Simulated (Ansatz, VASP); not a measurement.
GaN: VASP beside Ansatz

```
Ga N
1.0
     0.00000    2.13524    2.13524
     2.13524    0.00000    2.13524
     2.13524    2.13524    0.00000
Ga N
1 1
Direct
  0.00000 0.00000 0.00000
  0.50000 0.50000 0.50000
```

Alike in both runs: functional r2SCAN; k mesh 8 × 8 × 8; occupations fermi-dirac, width 0.05 eV; non-collinear spin, spin-orbit coupling.

```csv
,VASP,Ansatz
version,VASP 6.6.1,Ansatz 0.2.0
potentials or method,"VASP PAW PBE potentials, release 64 (Ga_d, N)",Ansatz PAW
plane-wave cutoff (eV),520,500
valence electrons in the cell,18,18
task,single point,band structure
```

|  | VASP | Ansatz | Ansatz less VASP |
| --- | --- | --- | --- |
| pressure (GPa) | -7.4 | -8.5 | -1.08 |
| net moment per atom (μB) | 0.00 | 0.00 | 0.000 |

VASP's potentials were made for PBE, not for r2SCAN.
